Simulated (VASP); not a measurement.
# Cu in VASP: relaxation of the atoms with PBEsol

Aim: the relaxation of the atoms of Cu with PBEsol.

All numbers are computed with VASP 6.6.1; they aren't measurements. Logs are shortened: lines on timing, memory, paths and dates and some standing lists are left out, and cuts for length are marked.

## (1) The cell of the first run

The cell holds a slab with vacuum, 8 atoms: a = 2.520 Å, b = 2.520 Å, c = 31.412 Å, α = 90.00°, β = 90.00°, γ = 120.00°.

## (2) Relaxation of the atoms, PBEsol

INCAR

```
PREC     = Accurate       # precision mode
ENCUT    = 520            # plane-wave cutoff, eV
EDIFF    = 1E-6           # SCF threshold, eV
ISMEAR   = 0              # smearing method
SIGMA    = 0.1            # smearing width, eV
LREAL    = F              # projectors in reciprocal space
LASPH    = T              # aspherical terms in the spheres
NELM     = 60             # most SCF steps
ALGO     = Fast           # electronic algorithm
ISIF     = 2              # what is computed and relaxed
LWAVE    = F              # write WAVECAR
LCHARG   = F              # write CHGCAR
LDIPOL   = T            
IDIPOL   = 3            
DIPOL    = 0.5 0.5 0.500
GGA      = PS             # functional
IBRION   = 2              # ionic algorithm
NSW      = 90             # ionic steps
EDIFFG   = -0.03          # ionic threshold
```

KPOINTS

```
regular mesh
0
Gamma
  12 12 1
```

POSCAR

```
Cu
1.0
    2.5197984290      0.0000000000      0.0000000000
   -1.2598992145      2.1822094519      0.0000000000
    0.0000000000      0.0000000000     31.4116958574
Cu
8
Selective dynamics
Direct
    0.3333333333      0.6666666667      0.2705998440  F F F
    0.0000000000      0.0000000000      0.3361427457  F F F
    0.6666666667      0.3333333333      0.4016856474  F F F
    0.0000000000      0.0000000000      0.4672285491  F F F
    0.3333333333      0.6666666667      0.5327714509  T T T
    0.0000000000      0.0000000000      0.5983143526  T T T
    0.6666666667      0.3333333333      0.6638572543  T T T
    0.0000000000      0.0000000000      0.7294001560  T T T
```

Potentials or basis: VASP PAW PBE potentials, release 64 (Cu).

The run is started by

```sh
cat potpaw_PBE.64/Cu/POTCAR > POTCAR
mpirun -np 1 vasp_std > vasp.out
```

OUTCAR:

```text
PREC = Accurate
   ENCUT = 520
   EDIFF = 1E-6
   ISMEAR = 0
   LREAL = F
   LASPH = T
   NELM = 60
   ISIF = 2
   GGA = PS
   IBRION = 2
   NSW = 90
   EDIFFG = -0.03

 ion  position               nearest neighbor table
   1  0.333  0.667  0.271-   2 2.52   2 2.52   2 2.52
   2  0.000  0.000  0.336-   1 2.52   3 2.52   1 2.52   3 2.52   3 2.52   1 2.52
   3  0.667  0.333  0.402-   2 2.52   4 2.52   2 2.52   4 2.52   2 2.52   4 2.52
   4  0.000  0.000  0.467-   3 2.52   3 2.52   3 2.52   5 2.52   5 2.52   5 2.52
   5  0.333  0.667  0.533-   6 2.52   6 2.52   6 2.52   4 2.52   4 2.52   4 2.52
   6  0.000  0.000  0.598-   5 2.52   7 2.52   5 2.52   7 2.52   7 2.52   5 2.52
   7  0.667  0.333  0.664-   6 2.52   8 2.52   6 2.52   8 2.52   6 2.52   8 2.52
   8  0.000  0.000  0.729-   7 2.52   7 2.52   7 2.52

  LATTYP: Found a hexagonal cell.
 ALAT       =     2.5197984290
 C/A-ratio  =    12.4659558066

  Lattice vectors:

 A1 = (   2.5197984290,   0.0000000000,   0.0000000000)
 A2 = (  -1.2598992145,   2.1822094519,   0.0000000000)
 A3 = (   0.0000000000,   0.0000000000,  31.4116958574)

Analysis of symmetry for initial positions (statically):
=====================================================================
 Subroutine PRICEL returns:
 Original cell was already a primitive cell.

 Routine SETGRP: Setting up the symmetry group for a
 hexagonal supercell.

 Subroutine GETGRP returns: Found  6 space group operations
 (whereof  6 operations were pure point group operations)
 out of a pool of 24 trial point group operations.

The static configuration has the point symmetry C_3v.

Analysis of symmetry for dynamics (positions and initial velocities):
=====================================================================
 Subroutine PRICEL returns:
 Original cell was already a primitive cell.

 Routine SETGRP: Setting up the symmetry group for a
 hexagonal supercell.

 Subroutine GETGRP returns: Found  6 space group operations
 (whereof  6 operations were pure point group operations)
 out of a pool of 24 trial point group operations.

The dynamic configuration has the point symmetry C_3v.

Analysis of constrained symmetry for selective dynamics:
=====================================================================
 Subroutine PRICEL returns:
 Original cell was already a primitive cell.

 Routine SETGRP: Setting up the symmetry group for a
 hexagonal supercell.

 Subroutine GETGRP returns: Found  6 space group operations
 (whereof  6 operations were pure point group operations)
 out of a pool of 24 trial point group operations.

The constrained configuration has the point symmetry C_3v.

 Subroutine INISYM returns: Found  6 space group operations
 (whereof  6 operations are pure point group operations),
 and found     1 'primitive' translations

----------------------------------------------------------------------------------------

                                     Primitive cell

  volume of cell :     172.7244

  direct lattice vectors                    reciprocal lattice vectors
     2.519798429  0.000000000  0.000000000     0.396857141  0.229125577  0.000000000
    -1.259899215  2.182209452  0.000000000     0.000000000  0.458251154  0.000000000
     0.000000000  0.000000000 31.411695857     0.000000000  0.000000000  0.031835276

  length of vectors
     2.519798429  2.519798429 31.411695857     0.458251154  0.458251154  0.031835276

  position of ions in fractional coordinates (direct lattice)
     0.333333333  0.666666667  0.270599844
     0.000000000  0.000000000  0.336142746
     0.666666667  0.333333333  0.401685647
     0.000000000  0.000000000  0.467228549
     0.333333333  0.666666667  0.532771451
     0.000000000  0.000000000  0.598314353
     0.666666667  0.333333333  0.663857254
     0.000000000  0.000000000  0.729400156

  ion indices of the primitive-cell ions
   primitive index   ion index
                 1           1
                 2           2
                 3           3
                 4           4
                 5           5
                 6           6
                 7           7
                 8           8

----------------------------------------------------------------------------------------

[... 71 lines left out ...]
   POTIM  = 0.5000    time-step for ionic-motion
   TEBEG  =    0.0;   TEEND  =   0.0 temperature during run
   PSTRESS=    0.0 pullay stress
   NELECT =      88.0000    total number of electrons
   NUPDOWN=      -1.0000    fix difference up-down
   EMIN   =  10.00;   EMAX   =-10.00  energy-range for DOS
   EFERMI =   0.00;   METHOD = LEGACY
   ISMEAR =     0;   SIGMA  =   0.10  broadening in eV -4-tet -1-fermi 0-gaus
   EFERMI_NEDOS =   21; number of points for ismear=-14 and -15
   IALGO  =     68    algorithm
   IMIX   =      4    mixing-type and parameters
     AMIX     =   0.40;   BMIX     =  1.00
     AMIX_MAG =   1.60;   BMIX_MAG =  1.00
  volume/ion in A,a.u.               =      21.59       145.70
  Fermi-wavevector in a.u.,A,eV,Ry     =   1.307529  2.470871 23.260941  1.709631
  Thomas-Fermi vector in A             =   2.438257
   LORBIT       =      0    0 simple, 1 ext, 2 COOP (PROOUT), +10 PAW based schemes
   GGA     = PS    functional components
   LHFCALC =     F    Hartree Fock is set to
   AEXX    =    0.0000 exact exchange contribution
   IVDW    =     0    specifies the selected vdW correction
   LEPSILON=     F    determine dielectric tensor
   LRPA    =     F    only Hartree local field effects (RPA)
 conjugate gradient relaxation of ions
 non-spin polarized calculation
 RMM-DIIS sequential band-by-band and
 Gauss-broadening in eV      SIGMA  =   0.10
  energy-cutoff  :      520.00
  volume of cell :      172.72
 maximum number of plane-waves:      4690
 NGX is ok and might be reduce to    20
   NGX =  9   NGY =  9   NGZ =117

--------------------------------------- Ionic step        1  -------------------------------------------

 number of electron      88.0000027 magnetization

 Free energy of the ion-electron system (eV)
  ---------------------------------------------------
  ext. energy  EPLUGINS =         0.00000000
  ---------------------------------------------------
  free energy    TOTEN  =       -33.28417871 eV

  energy without entropy =      -33.26092111  energy(sigma->0) =      -33.27254991

------------------------ aborting loop because EDIFF is reached ----------------------------------------

  FORCE on cell =-STRESS in cart. coord.  units (eV):
  Direction    XX          YY          ZZ          XY          YZ          ZX
  --------------------------------------------------------------------------------------
  -------------------------------------------------------------------------------------
  Total       -0.7925748     -0.7925748     -0.5497672      0.0000000     -0.0000000      0.0000000
  in kB       -7.3518596     -7.3518596     -5.0995964      0.0000000     -0.0000000      0.0000000
  external PRESSURE =      -6.6011052 kB  Pullay stress =       0.0000000 kB

 VOLUME and BASIS-vectors are now :
 -----------------------------------------------------------------------------
  energy-cutoff  :      520.00
  volume of cell :      172.72
      direct lattice vectors                 reciprocal lattice vectors
     2.519798429  0.000000000  0.000000000     0.396857141  0.229125577  0.000000000
    -1.259899215  2.182209452  0.000000000     0.000000000  0.458251154  0.000000000
     0.000000000  0.000000000 31.411695857     0.000000000  0.000000000  0.031835276

 POSITION                                       TOTAL-FORCE (eV/Angst)
 -----------------------------------------------------------------------------------
     -0.00000      1.45481      8.50000         0.000000     -0.000000      0.073148
      0.00000      0.00000     10.55881        -0.000000     -0.000000     -0.022226
      1.25990      0.72740     12.61763        -0.000000     -0.000000     -0.027455
      0.00000      0.00000     14.67644        -0.000000      0.000000     -0.035725
     -0.00000      1.45481     16.73525         0.000000      0.000000      0.031375
      0.00000      0.00000     18.79407         0.000000     -0.000000      0.029334
      1.25990      0.72740     20.85288         0.000000      0.000000     -0.009911
      0.00000      0.00000     22.91170         0.000000      0.000000     -0.038539
 -----------------------------------------------------------------------------------
    total drift:                                0.000000      0.000001     -0.000309

  FREE ENERGIE OF THE ION-ELECTRON SYSTEM (eV)
  ---------------------------------------------------
  free  energy   TOTEN  =       -33.2841787079 eV

  energy  without entropy=      -33.2609211139  energy(sigma->0) =      -33.27254991

 dipolmoment           0.000000      0.000000      0.000042 electrons x Angstroem

--------------------------------------- Ionic step        2  -------------------------------------------

 number of electron      88.0000028 magnetization

 dipolmoment           0.000000      0.000000     -0.000064 electrons x Angstroem

 Free energy of the ion-electron system (eV)
  ---------------------------------------------------
  ext. energy  EPLUGINS =         0.00000000
  ---------------------------------------------------
  free energy    TOTEN  =       -33.28433057 eV

  energy without entropy =      -33.26111340  energy(sigma->0) =      -33.27272199

 E-fermi :   1.8529     XC(G=0):  -7.4799

 val. band max:        1.8458594766   @ k =   0.2500   0.1667   0.0000
 cond. band min:       1.8577080982   @ k =   0.2500   0.0833   0.0000
 fundamental gap:      0.0118486217
 Fermi energy:         1.8528830437

 k-point     1 :       0.0000    0.0000    0.0000
  band No.  band energies     occupation
      1      -7.6895      2.00000
      2      -7.3024      2.00000
      3      -6.6968      2.00000
      4      -5.8603      2.00000
      5      -4.9326      2.00000
      6      -4.1175      2.00000
[... 1034 lines left out ...]
     51       6.6194      0.00000
     52       6.9817      0.00000

------------------------ aborting loop because EDIFF is reached ----------------------------------------

 vacuum level on the upper side and lower side of the slab       (xc-potential included)        -0.023        -0.022

  FORCE on cell =-STRESS in cart. coord.  units (eV):
  Direction    XX          YY          ZZ          XY          YZ          ZX
  --------------------------------------------------------------------------------------
  -------------------------------------------------------------------------------------
  Total       -0.7913186     -0.7913186     -0.5413565      0.0000000     -0.0000000      0.0000000
  in kB       -7.3402075     -7.3402075     -5.0215795      0.0000000     -0.0000000      0.0000000
  external PRESSURE =      -6.5673315 kB  Pullay stress =       0.0000000 kB

 VOLUME and BASIS-vectors are now :
 -----------------------------------------------------------------------------
  energy-cutoff  :      520.00
  volume of cell :      172.72
      direct lattice vectors                 reciprocal lattice vectors
     2.519798429  0.000000000  0.000000000     0.396857141  0.229125577  0.000000000
    -1.259899215  2.182209452  0.000000000     0.000000000  0.458251154  0.000000000
     0.000000000  0.000000000 31.411695857     0.000000000  0.000000000  0.031835276

 POSITION                                       TOTAL-FORCE (eV/Angst)
 -----------------------------------------------------------------------------------
     -0.00000      1.45481      8.50000         0.000000      0.000000      0.073119
      0.00000      0.00000     10.55881        -0.000000     -0.000000     -0.022002
      1.25990      0.72740     12.61763        -0.000000      0.000000     -0.026911
      0.00000      0.00000     14.67644        -0.000000      0.000000     -0.029091
     -0.00000      1.45481     16.73677         0.000000      0.000000      0.022422
      1.25990      2.18221     18.79548        -0.000000      0.000000      0.019321
      1.25990      0.72740     20.85240        -0.000000      0.000000     -0.007003
      0.00000      0.00000     22.90984         0.000000      0.000000     -0.029856
 -----------------------------------------------------------------------------------
    total drift:                               -0.000001      0.000001      0.000306

  FREE ENERGIE OF THE ION-ELECTRON SYSTEM (eV)
  ---------------------------------------------------
  free  energy   TOTEN  =       -33.2843305718 eV

  energy  without entropy=      -33.2611134017  energy(sigma->0) =      -33.27272199

 reached required accuracy - stopping structural energy minimisation

 vacuum level on the upper side and lower side of the slab         6.744         6.744
```

It took 12 min on 1 thread of Oxide Virtual Turin-like, shared host; peak memory 0.32 GiB.

Results:

```
Free energy               : -33.2843 eV
Energy gained by relaxing : 0.0 meV/atom
Ionic steps               : 2
Band gap on the k mesh    : zero (bands 44 and 45 overlap by 5.30 eV)
```

Step by step:
```
step  energy change (eV)  largest force on free atoms (eV/Å)  pressure (GPa)
   1              0.0000                              0.0385           -0.66
   2             -0.0002                              0.0299           -0.66
```

Final structure:
```
CELL_PARAMETERS angstrom
2.51980 0.00000 0.00000
-1.25990 2.18221 0.00000
0.00000 0.00000 31.41170
ATOMIC_POSITIONS crystal
Cu 0.33333 0.66667 0.27060
Cu 0.00000 0.00000 0.33614
Cu 0.66667 0.33333 0.40169
Cu 0.00000 0.00000 0.46723
Cu 0.33333 0.66667 0.53282
Cu 0.00000 0.00000 0.59836
Cu 0.66667 0.33333 0.66384
Cu 0.00000 0.00000 0.72934
```

Levels at points of the mesh, in eV from the Fermi level:
```csv
k point,band 42,band 43,band 44,band 45,band 46,band 47,band 48,band 49
"(0.00, 0.00, 0.00)",-1.77,-1.77,-1.68,-1.68,-1.65,-1.65,-0.79,-0.55
"(0.50, 0.00, 0.00)",-0.03,0.26,0.58,1.13,1.35,1.55,1.61,4.81
```

Caveat: the PAW data sets were made with another functional, which shifts forces and pressure a little.
